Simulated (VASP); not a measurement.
Wanted: the native input for a VASP 6.6.1 run.

- Task: single point
- Functional: PBE
- Potentials or basis: VASP PAW PBE potentials, release 64 (Mg, Ti_sv, Mn_pv, C, N)
- Cutoff: 520 eV
- k mesh: 4 × 4 × 4
- Occupations: gaussian, width 0.1 eV
- Spin: collinear spin, ferrimagnetic start
- Starting moments: [0.0, 0.0, -1.0, 4.0, 0.0, 0.0, 0.0, 0.0, 0.0, 0.0, 0.0, 0.0, 0.0, 0.0, 0.0, 0.0] μB
- Dipole correction: no
- Further INCAR settings: LREAL = Auto; ALGO = Normal; EDIFF = 1e-06; NBANDS = 60

The structure of Mg2TiMnC6N6 lies in POSCAR:

```
Mg2TiMnC6N6
1.0
    0.0000000000      5.1316811171      5.1316811171
    5.1316811171      0.0000000000      5.1316811171
    5.1316811171      5.1316811171      0.0000000000
Mg Ti Mn C N
2 1 1 6 6
Direct
    0.2500000000      0.2500000000      0.2500000000
    0.7500000000      0.7500000000      0.7500000000
    0.5000000000      0.5000000000      0.5000000000
    0.0000000000      0.0000000000      0.0000000000
    0.8155543343      0.1844456657      0.1844456657
    0.1844456657      0.8155543343      0.1844456657
    0.1844456657      0.1844456657      0.8155543343
    0.1844456657      0.8155543343      0.8155543343
    0.8155543343      0.1844456657      0.8155543343
    0.8155543343      0.8155543343      0.1844456657
    0.6997718277      0.3002281723      0.3002281723
    0.3002281723      0.6997718277      0.3002281723
    0.3002281723      0.3002281723      0.6997718277
    0.3002281723      0.6997718277      0.6997718277
    0.6997718277      0.3002281723      0.6997718277
    0.6997718277      0.6997718277      0.3002281723
```

One way to write it, as run:

INCAR

```
SYSTEM = Mg2TiMnC6N6
ALGO = Normal ; EDIFF = 1E-6
ENCUT = 520 ; GGA = PE
ISIF = 2 ; ISMEAR = 0
ISPIN = 2 ; LASPH = .True.
LCHARG = .True. ; LELF = .True.
LMAXMIX = 4 ; LORBIT = 11
LREAL = Auto ; LVHAR = .True.
LWAVE = .False. ; MAGMOM = 0 0 -1 4 0 0 0 0 0 0 0 0 0 0 0 0
NBANDS = 60 ; NELM = 150
PREC = Accurate ; SIGMA = 0.1
```

KPOINTS

```
k-points
0
Gamma
  4 4 4
  0 0 0
```

Potentials or basis: VASP PAW PBE potentials, release 64 (Mg, Ti_sv, Mn_pv, C, N).

The run is started by

```sh
$ cat potpaw_PBE.64/Mg/POTCAR potpaw_PBE.64/Ti_sv/POTCAR potpaw_PBE.64/Mn_pv/POTCAR potpaw_PBE.64/C/POTCAR potpaw_PBE.64/N/POTCAR > POTCAR
$ mpirun -np 1 vasp_std > vasp.out
```

Results of the run:

```yaml
Pressure: 0.4 GPa
Largest_force: 0.317 eV/Å
Band_gap_on_the_k_mesh: zero (filled and empty bands overlap)
Net_moment: -1.00 μB per cell
Site_moments: Mg -0.13; Ti +0.17; Mn -0.05; C +0.00; N -0.02 μB
Valence_electrons_inside_the_program's_atomic_spheres: Mg 0.30; Ti 10.15; Mn 12.44; C 2.55; N 3.91
```

Caveat: a cell with one magnetic atom can't hold antiferromagnetic order, which such compounds often take.

Wall time 29 min on 1 thread of AMD EPYC 7R13, with other jobs on the host, peak memory 0.59 GiB.
